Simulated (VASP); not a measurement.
# AlIn3Sb2 (R-3m) in VASP: a series of runs

AlIn3Sb2 is run at these levels: PBE; tasks: single point, relaxation of cell and atoms.

Everything below comes from runs of VASP 6.6.1. Logs are shortened: lines on timing, memory, paths and dates and some standing lists are left out, and cuts for length are marked.

### 1 The cell of the first run

The structure is trigonal, space group R-3m (No. 166). The conventional cell has a = 8.371 Å, b = 8.371 Å, c = 8.916 Å, α = 90.00°, β = 90.00°, γ = 120.00°. Within 3.2 Å of Al (site symmetry -3m) lie 2 Sb at 2.41 Å. Within 3.3 Å of In (site symmetry 2/m) lie 2 Sb at 2.48 Å. Within 3.2 Å of Sb (site symmetry 3m) lie 1 Al at 2.41 Å and 3 In at 2.48 Å.

The cell was built from a structure type or drawn by symmetry, and may not be a known phase.

### 2 Single point, PBE

Input file INCAR:

```
PREC = Accurate ; ENCUT = 520
EDIFF = 1E-6 ; ISMEAR = 0
SIGMA = 0.1 ; LREAL = F
LASPH = T ; NELM = 80
ALGO = Normal ; ISIF = 2
LWAVE = F ; LCHARG = T
GGA = PE ; LELF = T
LVHAR = T ; NBANDS = 35
```

Input file KPOINTS:

```
regular mesh
0
Gamma
  3 3 3
```

Input file POSCAR:

```
AlIn3Sb2
1.0
    4.1856628600      2.4165935800      2.9719626900
   -4.1856628600      2.4165935800      2.9719626900
    0.0000000000     -4.8331871600      2.9719626900
Al In Sb
1 3 2
Direct
    0.5000000000      0.5000000000      0.5000000000
    0.0000000000      0.5000000000      0.0000000000
    0.0000000000      0.0000000000      0.5000000000
    0.5000000000      0.0000000000      0.0000000000
    0.7708021400      0.7708021400      0.7708021400
    0.2291978600      0.2291978600      0.2291978600
```

Potentials or basis: VASP PAW PBE potentials, release 64 (Al, In_d, Sb).

Command:

```bash
$ cat potpaw_PBE.64/Al/POTCAR potpaw_PBE.64/In_d/POTCAR potpaw_PBE.64/Sb/POTCAR > POTCAR
$ mpirun -np 1 vasp_std > vasp.out
```

OUTCAR:

```text
PREC = Accurate
   ENCUT = 520
   EDIFF = 1E-6
   ISMEAR = 0
   LREAL = F
   LASPH = T
   NELM = 80
   ISIF = 2
   GGA = PE

 ion  position               nearest neighbor table
   1  0.500  0.500  0.500-   5 2.41   6 2.41
   2  0.000  0.500  0.000-   5 2.48   6 2.48   3 3.83   3 3.83   4 3.83   4 3.83
   3  0.000  0.000  0.500-   5 2.48   6 2.48   2 3.83   4 3.83   2 3.83   4 3.83
   4  0.500  0.000  0.000-   5 2.48   6 2.48   3 3.83   3 3.83   2 3.83   2 3.83
   5  0.771  0.771  0.771-   1 2.41   2 2.48   4 2.48   3 2.48
   6  0.229  0.229  0.229-   1 2.41   2 2.48   4 2.48   3 2.48

  LATTYP: Found a trigonal (rhomboedric) cell.
 ALAT       =     5.6738223747
 COS(alpha) =    -0.0884463155

  Lattice vectors:

 A1 = (   4.1856628600,   2.4165935800,   2.9719626900)
 A2 = (  -4.1856628600,   2.4165935800,   2.9719626900)
 A3 = (   0.0000000000,  -4.8331871600,   2.9719626900)

Analysis of symmetry for initial positions (statically):
=====================================================================
 Subroutine PRICEL returns:
 Original cell was already a primitive cell.

 Routine SETGRP: Setting up the symmetry group for a
 trigonal (rhombohedral) supercell.

 Subroutine GETGRP returns: Found 12 space group operations
 (whereof 12 operations were pure point group operations)
 out of a pool of 12 trial point group operations.

The static configuration has the point symmetry D_3d.

Analysis of symmetry for dynamics (positions and initial velocities):
=====================================================================
 Subroutine PRICEL returns:
 Original cell was already a primitive cell.

 Routine SETGRP: Setting up the symmetry group for a
 trigonal (rhombohedral) supercell.

 Subroutine GETGRP returns: Found 12 space group operations
 (whereof 12 operations were pure point group operations)
 out of a pool of 12 trial point group operations.

The dynamic configuration has the point symmetry D_3d.

 Subroutine INISYM returns: Found 12 space group operations
 (whereof 12 operations are pure point group operations),
 and found     1 'primitive' translations

----------------------------------------------------------------------------------------

                                     Primitive cell

  volume of cell :     180.3692

  direct lattice vectors                    reciprocal lattice vectors
     4.185662860  2.416593580  2.971962690     0.119455393  0.068967603  0.112159326
[... 78 lines left out ...]
   NSW    =      0    number of steps for IOM
   IBRION =     -1    ionic relax: 0-MD 1-quasi-New 2-CG
   NFREE  =      0    steps in history (QN), initial steepest desc. (CG)
   ISIF   =      2    stress and relaxation
   ISYM   =      2    0-nonsym 1-usesym 2-fastsym
   POTIM  = 0.5000    time-step for ionic-motion
   TEBEG  =    0.0;   TEEND  =   0.0 temperature during run
   PSTRESS=    0.0 pullay stress
   NELECT =      52.0000    total number of electrons
   NUPDOWN=      -1.0000    fix difference up-down
   EMIN   =  10.00;   EMAX   =-10.00  energy-range for DOS
   EFERMI =   0.00;   METHOD = LEGACY
   ISMEAR =     0;   SIGMA  =   0.10  broadening in eV -4-tet -1-fermi 0-gaus
   EFERMI_NEDOS =   21; number of points for ismear=-14 and -15
   IALGO  =     38    algorithm
   IMIX   =      4    mixing-type and parameters
     AMIX     =   0.40;   BMIX     =  1.00
     AMIX_MAG =   1.60;   BMIX_MAG =  1.00
  volume/ion in A,a.u.               =      30.06       202.87
  Fermi-wavevector in a.u.,A,eV,Ry     =   1.081488  2.043716 15.913602  1.169617
  Thomas-Fermi vector in A             =   2.217506
   LORBIT       =      0    0 simple, 1 ext, 2 COOP (PROOUT), +10 PAW based schemes
   GGA     = PE    functional components
   LHFCALC =     F    Hartree Fock is set to
   AEXX    =    0.0000 exact exchange contribution
   IVDW    =     0    specifies the selected vdW correction
   LEPSILON=     F    determine dielectric tensor
   LRPA    =     F    only Hartree local field effects (RPA)
 non-spin polarized calculation
 Gauss-broadening in eV      SIGMA  =   0.10
  energy-cutoff  :      520.00
  volume of cell :      180.37
 maximum number of plane-waves:      4889
 NGX is ok and might be reduce to    42
   NGX = 21   NGY = 21   NGZ = 21

 number of electron      52.0000014 magnetization

 Free energy of the ion-electron system (eV)
  ---------------------------------------------------
  ext. energy  EPLUGINS =         0.00000000
  ---------------------------------------------------
  free energy    TOTEN  =       -12.09212393 eV

  energy without entropy =      -12.07028147  energy(sigma->0) =      -12.08120270

 E-fermi :   6.2299     XC(G=0):  -9.1117

 val. band max:        6.1897291598   @ k =  -0.3333   0.3333   0.0000
 cond. band min:       6.2710930918   @ k =   0.3333   0.0000   0.0000
 fundamental gap:      0.0813639320
 Fermi energy:         6.2299064656

 k-point     1 :       0.0000    0.0000    0.0000
  band No.  band energies     occupation
      1      -9.9401      2.00000
      2      -9.4831      2.00000
      3      -9.4831      2.00000
      4      -9.2278      2.00000
      5      -9.1601      2.00000
      6      -9.1601      2.00000
[... 217 lines left out ...]
     34      10.1692      0.00000
     35      10.7550      0.00000

------------------------ aborting loop because EDIFF is reached ----------------------------------------

  FORCE on cell =-STRESS in cart. coord.  units (eV):
  Direction    XX          YY          ZZ          XY          YZ          ZX
  --------------------------------------------------------------------------------------
  -------------------------------------------------------------------------------------
  Total       23.5745255     23.5745255     12.1467701      0.0000000     -0.0000000      0.0000000
  in kB      209.4069428    209.4069429    107.8968906      0.0000000     -0.0000000      0.0000000
  external PRESSURE =     175.5702588 kB  Pullay stress =       0.0000000 kB

 VOLUME and BASIS-vectors are now :
 -----------------------------------------------------------------------------
  energy-cutoff  :      520.00
  volume of cell :      180.37
      direct lattice vectors                 reciprocal lattice vectors
     4.185662860  2.416593580  2.971962690     0.119455393  0.068967603  0.112159326
    -4.185662860  2.416593580  2.971962690    -0.119455393  0.068967603  0.112159326
     0.000000000 -4.833187160  2.971962690     0.000000000 -0.137935206  0.112159326

 POSITION                                       TOTAL-FORCE (eV/Angst)
 -----------------------------------------------------------------------------------
      0.00000      0.00000      4.45794        -0.000000     -0.000000     -0.000000
     -2.09283      1.20830      1.48598         0.000000     -0.000000     -0.000000
      0.00000     -2.41659      1.48598        -0.000000     -0.000000     -0.000000
      2.09283      1.20830      1.48598         0.000000     -0.000000     -0.000000
      0.00000      0.00000      6.87239         0.000000      0.000000      0.180434
      0.00000      0.00000      2.04350         0.000000     -0.000000     -0.180434
 -----------------------------------------------------------------------------------
    total drift:                               -0.000000      0.000000     -0.000000

  FREE ENERGIE OF THE ION-ELECTRON SYSTEM (eV)
  ---------------------------------------------------
  free  energy   TOTEN  =       -12.0921239293 eV

  energy  without entropy=      -12.0702814709  energy(sigma->0) =      -12.08120270
```

It took 36 s on 1 thread of Intel Xeon Platinum 8259CL at 2.50GHz (Skylake/Cascade Lake), shared host; peak memory 0.27 GiB.

What came out:

```yaml
Free_energy: -12.0921 eV
Pressure: 17.6 GPa
Largest_force: 0.180 eV/Å
Band_gap_on_the_k_mesh: zero (bands 26 and 27 overlap by 0.22 eV)
```

Forces on the atoms (eV/Å):
```
Al   0.000  0.000  0.000
In   0.000  0.000  0.000
In   0.000  0.000  0.000
In   0.000  0.000  0.000
Sb   0.000  0.000  0.180
Sb   0.000  0.000 -0.180
```

Stress tensor (GPa, compression positive):
```
20.94  0.00  0.00
 0.00 20.94  0.00
 0.00  0.00 10.79
```

Levels at points of the mesh, in eV from the Fermi level:
| k point | band 22 | band 23 | band 24 | band 25 | band 26 | band 27 | band 28 | band 29 | band 30 | band 31 |
| --- | --- | --- | --- | --- | --- | --- | --- | --- | --- | --- |
| (0.00, 0.00, 0.00) | -3.99 | -3.26 | -2.28 | -2.03 | -2.03 | 1.21 | 1.25 | 1.81 | 1.81 | 2.24 |

Caveat: the k points lie up to 0.37 Å⁻¹ apart; semilocal functionals underestimate gaps, so a narrow gap can read as zero; spin-orbit coupling is left out, which moves the levels of the heavy elements.

### 3 Single point, PBE

This run uses another cell than the first one, of 45.12 Å³/atom.

Input file INCAR:

```
PREC = Accurate ; ENCUT = 520
EDIFF = 1E-6 ; ISMEAR = 0
SIGMA = 0.1 ; LREAL = F
LASPH = T ; NELM = 60
ALGO = Fast ; ISIF = 2
LWAVE = F ; LCHARG = F
GGA = PE ; NBANDS = 35
```

Input file KPOINTS:

```
Automatic mesh
0
Gamma
  3 3 3
```

Input file POSCAR:

```
AlIn3Sb2
1.0
    5.2977259337      3.0586434939      2.7842644864
   -5.2977259337      3.0586434939      2.7842644864
    0.0000000000     -6.1172869879      2.7842644864
Al In Sb
1 3 2
Direct
    0.5000000000      0.5000000000      0.5000000000
    0.0000000000      0.5000000000      0.0000000000
    0.0000000000      0.0000000000      0.5000000000
    0.5000000000      0.0000000000      0.0000000000
    0.8060444411      0.8060444411      0.8060444411
    0.1939555589      0.1939555589      0.1939555589
```

Potentials or basis: VASP PAW PBE potentials, release 64 (Al, In_d, Sb).

Command:

```bash
$ cat potpaw_PBE.64/Al/POTCAR potpaw_PBE.64/In_d/POTCAR potpaw_PBE.64/Sb/POTCAR > POTCAR
$ mpirun -np 1 vasp_std > vasp.out
```

It took 73 s on 1 thread of Intel Xeon Platinum 8259CL at 2.50GHz (Skylake/Cascade Lake), shared host; peak memory 0.37 GiB.

The run converged. Its results:

```
Free energy            : -16.1979 eV
Pressure               : 0.1 GPa
Largest force          : 0.034 eV/Å
Band gap on the k mesh : zero (bands 26 and 27 overlap by 0.17 eV)
```

Forces in eV/Å, atoms in the order of the input:
```
Al   0.000  0.000  0.000
In   0.000  0.000  0.000
In   0.000  0.000  0.000
In   0.000  0.000  0.000
Sb   0.000  0.000  0.034
Sb   0.000  0.000 -0.034
```

Levels at points of the mesh, in eV from the Fermi level:
```tsv
k point	band 23	band 24	band 25	band 26	band 27	band 28	band 29	band 30
(0.00, 0.00, 0.00)	-2.92	-0.78	-0.57	-0.57	0.59	0.59	0.65	0.94
```

Caveat: semilocal functionals underestimate gaps, so a narrow gap can read as zero; spin-orbit coupling is left out, which moves the levels of the heavy elements.

(Part 1 of 2 ends here.)
